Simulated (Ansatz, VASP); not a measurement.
One calculation of W3O4, two programs

```
CELL_PARAMETERS angstrom
4.28176 0.00000 0.00000
0.00000 4.28176 0.00000
0.00000 0.00000 4.28176
ATOMIC_POSITIONS crystal
W 0.50000 0.50000 0.00000
W 0.00000 0.50000 0.50000
W 0.50000 0.00000 0.50000
O 0.50000 0.50000 0.50000
O 0.50000 0.00000 0.00000
O 0.00000 0.50000 0.00000
O 0.00000 0.00000 0.50000
```

Change from the starting cell: species swapped into the W3N4 type (Pm-3m, No. 221).

Alike in both runs: functional PBE; k mesh 4 × 4 × 4; occupations gaussian, width 0.1 eV; no spin polarisation.

Ansatz relaxed the structure, and its values are those at the end. VASP's run is a single point on that final structure, the one shown.

```csv
,VASP,Ansatz
version,VASP 6.6.1,Ansatz 0.2.0
potentials or method,"VASP PAW PBE potentials, release 64 (W_sv, O), cutoff 520 eV","scalar-relativistic, plane waves, PAW"
valence electrons in the cell,66,66
```

```csv
,VASP,Ansatz,Ansatz less VASP
gap on the k mesh at the Fermi level (eV),none,none,-
pressure (GPa),1.8,0.2,-1.64
```

A gap of «none» marks a metal or a gap that the smearing closes.

The k mesh is coarse, so the values compare programs but aren't converged. Neither program's run includes spin-orbit coupling.
